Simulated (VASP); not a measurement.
The system is P.

```xyz
1
Lattice="1.2977 -2.3644 0.0000 1.2977 2.3644 0.0000 0.0000 0.0000 2.4527" Properties=species:S:1:pos:R:3 pbc="T T T"
P     0.0000    0.0000    0.0000
```

The cell was generated, and may not be a known phase.

```yaml
Program: VASP 6.6.1
Task: relaxation of cell and atoms
Functional: PBE
Potentials_or_basis: VASP PAW PBE potentials, release 64 (P)
Cutoff: 600 eV
k_mesh: 24 × 24 × 22
Occupations: gaussian, width 0.1 eV
Spin: no spin polarisation
```

At the start: pressure -2.0 GPa; volume 15.05 Å³/atom.

**Question.** How do energy, volume and symmetry change on relaxing?

**Answer.** Over 26 steps the energy falls by 6.4 meV/atom and the volume is 14.75 Å³/atom (-2.0 %); space group Cmmm (No. 65, to 0.1 Å) before and after.

Step by step:
```tsv
step	energy change (eV)	largest force (eV/Å)	pressure (GPa)	volume (Å³)
1	0.0000	0.0000	-2.05	15.05
2	-0.0036	0.0000	0.55	14.64
3	-0.0036	0.0000	0.32	14.67
4	-0.0040	0.0000	0.11	14.70
5	-0.0040	0.0000	-0.02	14.73
6	-0.0044	0.0000	-0.11	14.75
7	-0.0048	0.0000	-0.26	14.78
8	-0.0049	0.0000	-0.52	14.83
9	-0.0050	0.0000	-0.38	14.80
10	-0.0052	0.0000	-0.37	14.80
11	-0.0058	0.0000	-0.32	14.80
12	-0.0059	0.0000	-0.14	14.80
13	-0.0059	0.0000	-0.18	14.80
14	-0.0062	0.0000	-0.15	14.79
15	-0.0064	0.0000	0.00	14.76
16	-0.0064	0.0000	-0.02	14.76
17	-0.0064	0.0000	-0.02	14.76
18	-0.0064	0.0000	-0.01	14.76
19	-0.0064	0.0000	0.01	14.76
20	-0.0064	0.0000	0.04	14.75
21	-0.0064	0.0000	0.12	14.73
22	-0.0064	0.0000	0.06	14.75
23	-0.0064	0.0000	0.07	14.74
24	-0.0064	0.0000	0.08	14.74
25	-0.0064	0.0000	0.07	14.74
26	-0.0064	0.0000	-0.01	14.75
```

Final structure:
```
P
1.0
     1.25191   -2.40129    0.00000
     1.25191    2.40129    0.00000
     0.00000    0.00000    2.45408
P
1
Direct
  0.00000 0.00000 0.00000
```
